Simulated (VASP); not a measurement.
Runs of VASP 6.6.1 on NaI. The structure is that of space group Fm-3m (No. 225), or close to it. The cells are those of the table. 

```csv
cell,gap on the mesh (eV),pressure (GPa)
"a = 4.611, b = 4.611, c = 4.577 Å, angles 60.2, 60.2, 59.5°, 2 atoms",(b),(c)
"a = 4.509, b = 4.509, c = 4.440 Å, angles 60.5, 60.5, 59.0°, 2 atoms",4.62,1.0
"a = 4.440 Å, angles 60.0°, 2 atoms",4.74,1.7
"a = 4.612, b = 4.612, c = 4.508 Å, angles 60.7, 60.7, 58.5°, 2 atoms",4.42,(a)
"a = 4.544, b = 4.544, c = 4.440 Å, angles 60.8, 60.8, 58.5°, 2 atoms",4.56,0.8
```

Alike in all rows: task single point; level r2SCAN; potentials or basis VASP PAW PBE potentials, release 64 (Na_pv, I); no spin polarisation; k mesh 6 × 6 × 6; cutoff (eV) 520; smearing gaussian 0.05 eV.

Question: Estimate the missing entries.

Answer: (a) -0.1; (b) 4.38; (c) -0.4.

Caveats: the PAW data sets were made with another functional, which shifts forces and pressure a little; spin-orbit coupling is left out, which moves the levels of the heavy elements.

A k mesh can miss the band edges, and the runs leave out spin-orbit coupling on I.
